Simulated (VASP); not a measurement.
WSe2, 3 atoms in the cell. The cell holds a slab with vacuum, 3 atoms: a = 3.314 Å, b = 3.389 Å, c = 16.659 Å, α = 90.00°, β = 90.00°, γ = 119.27°.  This cell differs from its parent crystal: strain +0.0300 x Voigt [0, 1, 0, 0, 0, 0].

```yaml
Program: VASP 6.6.1
Task: single point
Functional: r2SCAN
Potentials_or_basis: VASP PAW PBE potentials, release 64 (W_sv, Se)
Cutoff: 520 eV
k_mesh: 12 × 12 × 2
Occupations: gaussian, width 0.05 eV
Spin: no spin polarisation
Dipole_correction: no
Further_INCAR_settings: ALGO = Normal; EDIFF = 1e-06; NBANDS = 20
```

Potentials or basis: VASP PAW PBE potentials, release 64 (W_sv, Se).

Run with:

```sh
$ cat potpaw_PBE.64/W_sv/POTCAR potpaw_PBE.64/Se/POTCAR > POTCAR
$ cp INCAR.step1 INCAR
$ mpirun -np 1 vasp_std > vasp.out
$ cp INCAR.step2 INCAR
$ mpirun -np 1 vasp_std > vasp.out
```

Hardware: 1 thread of Oxide Virtual Turin-like Processor, with other jobs on the host.

Problem. How long does it take, and how much memory?

Solution. Run time: 36 min on 1 thread of Oxide Virtual Turin-like Processor, with other jobs on the host, peak memory 0.49 GiB. Counts: k points 86.
